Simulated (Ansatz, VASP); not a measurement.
Cs2AgBiBr6 in VASP and in Ansatz

```xyz
10
Lattice="0.0000 5.6161 5.6161 5.6161 0.0000 5.6161 5.6161 5.6161 0.0000" Properties=species:S:1:pos:R:3 pbc="T T T"
Bi    0.0000    0.0000    0.0000
Cs    8.4242    8.4242    8.4242
Cs    2.8081    2.8081    2.8081
Ag    5.6161    5.6161    5.6161
Br    5.6161    5.6161    8.4180
Br    5.6161    5.6161    2.8142
Br    2.8142    5.6161    5.6161
Br    5.6161    8.4180    5.6161
Br    8.4180    5.6161    5.6161
Br    5.6161    2.8142    5.6161
```

Alike in both runs: functional PBEsol; k mesh 4 × 4 × 4; occupations fermi-dirac, width 0.05 eV; no spin polarisation; Hubbard terms Ag d U = 8.0 eV.

|  | VASP | Ansatz |
| --- | --- | --- |
| version | VASP 6.6.1 | Ansatz 0.2.0 |
| potentials or method | VASP PAW PBE potentials, release 64 (Bi_d, Cs_sv, Ag_sv_GW, Br) | Ansatz PAW |
| plane-wave cutoff (eV) | 630 | 420 |
| valence electrons in the cell | 94 | 94 |
| task | single point | projected density of states |

```tsv
	VASP	Ansatz	Ansatz less VASP
gap on the k mesh at the Fermi level (eV)	1.60	1.63	+0.021
least direct gap on the mesh (eV)	2.66	2.59	-0.072
pressure (GPa)	0.2	0.2	+0.07
rms of the force components (eV/Å)	0.088	0.057	-0.0310
```

VASP's potentials were made for PBE, not for PBEsol. The programs project onto different local orbitals, so the same U acts differently, and such runs can settle in different states. Atom by atom the forces differ by 0.031 eV/Å (rms over components).

Neither program's run includes spin-orbit coupling.
